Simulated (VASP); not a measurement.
Input of a VASP 6.6.1 run:

Contents of INCAR:

```
SYSTEM = BN
PREC = Accurate
ENCUT = 520
EDIFF = 1E-8
ISMEAR = -1
SIGMA = 0.02
LREAL = .FALSE.
LASPH = .TRUE.
NELM = 60
ALGO = Normal
ISIF = 2
LWAVE = .FALSE.
LCHARG = .FALSE.
GGA = PE
LEFG = .TRUE.
NBANDS = 16
```

File KPOINTS:

```
Automatic mesh
0
G
  13 13 4
  0 0 0
```

File POSCAR:

```
BN
1.0
    2.5016395345      0.0000000000      0.0000000000
   -1.2508197673      2.1664833880      0.0000000000
    0.0000000000      0.0000000000      7.3693201700
B N
2 2
Direct
    0.6666666667      0.3333333333      0.7500000000
    0.3333333333      0.6666666667      0.2500000000
    0.0000000000      0.0000000000      0.7500000000
    0.0000000000      0.0000000000      0.2500000000
```

Potentials or basis: VASP PAW PBE potentials, release 64 (B, N).

Command:

```sh
$ cat potpaw_PBE.64/B/POTCAR potpaw_PBE.64/N/POTCAR > POTCAR
$ mpirun -np 1 vasp_std > vasp.out
```

Q: What does it give for the pressure?

A: 3.2 GPa.

Q: Estimate the band gap on the k mesh.

A: 3.98 eV, indirect (least direct gap 4.38 eV).

Electric field gradients, principal values (V/Å²):
| atom | least | middle | greatest (by size) |
| --- | --- | --- | --- |
| 1 B | -17.411 | -17.411 | 34.822 |
| 2 B | -17.411 | -17.411 | 34.822 |
| 3 N | -1.372 | -1.374 | 2.746 |
| 4 N | -1.372 | -1.374 | 2.746 |

Caveat: without QUAD_EFG the Cq values of the log hold for a quadrupole moment of 1 mb, not for the nuclei; this functional lacks dispersion, which binds the layers, so the pressure and a relaxed spacing across them are unreliable. A k mesh can miss the band edges.
